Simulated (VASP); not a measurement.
A run of VASP 6.6.1:

File INCAR:

```
ALGO = Normal ; EDIFF = 1E-6
ENCUT = 520 ; GGA = PE
ISIF = 2 ; ISMEAR = 0
KPAR = 2 ; LASPH = True
LCHARG = False ; LREAL = False
LWAVE = False ; NBANDS = 35
NELM = 80 ; PREC = Accurate
SIGMA = 0.03
```

File KPOINTS:

```
k-points
0
Gamma
  6 6 8
```

POSCAR

```
SnO2                                    
1.0
    4.7714001542      0.0000000000      0.0000000000
   -0.0000000000      4.7714001542      0.0000000000
    0.0000000000      0.0000000000      3.2165924293
  Sn              O             
     2     4
Direct
     0.0000000000000000    0.0000000000000000    0.0000000000000000
     0.5000000000000000    0.5000000000000000    0.5000000000000000
     0.3062614077595441    0.3062614077595441    0.0000000000000000
     0.1937385922404559    0.8062614077595440    0.5000000000000000
     0.6937385922404560    0.6937385922404560    0.0000000000000000
     0.8062614077595440    0.1937385922404559    0.5000000000000000
```

The input KPOINTS_OPT:

```
explicit points
168
Reciprocal
 0.0000000000  0.0000000000  0.0000000000 1
 0.0000000000  0.0555555556  0.0000000000 1
 0.0000000000  0.1111111111  0.0000000000 1
 0.0000000000  0.1666666667  0.0000000000 1
 0.0000000000  0.2222222222  0.0000000000 1
 0.0000000000  0.2777777778  0.0000000000 1
[... 160 lines left out ...]
 0.0000000000  0.0000000000  0.5177501500 1
 0.0000000000  0.0000000000  0.4822498500 1
```

Potentials or basis: VASP PAW PBE potentials, release 64 (Sn_d, O).

Launch:

```console
$ cat potpaw_PBE.64/Sn_d/POTCAR potpaw_PBE.64/O/POTCAR > POTCAR
$ mpirun -np 2 vasp_std > vasp.out
```

Hardware: 2 MPI ranks on Intel(R) Xeon(R) Platinum 8175M CPU @ 2.50GHz (Skylake/Cascade Lake), on a shared host.

Problem. How long does it take, and how much memory?

Solution. Wall time 3.9 min on 2 MPI ranks on Intel(R) Xeon(R) Platinum 8175M CPU @ 2.50GHz (Skylake/Cascade Lake), with other jobs on the host, peak memory 0.28 GiB a rank. Counts: k points 50.
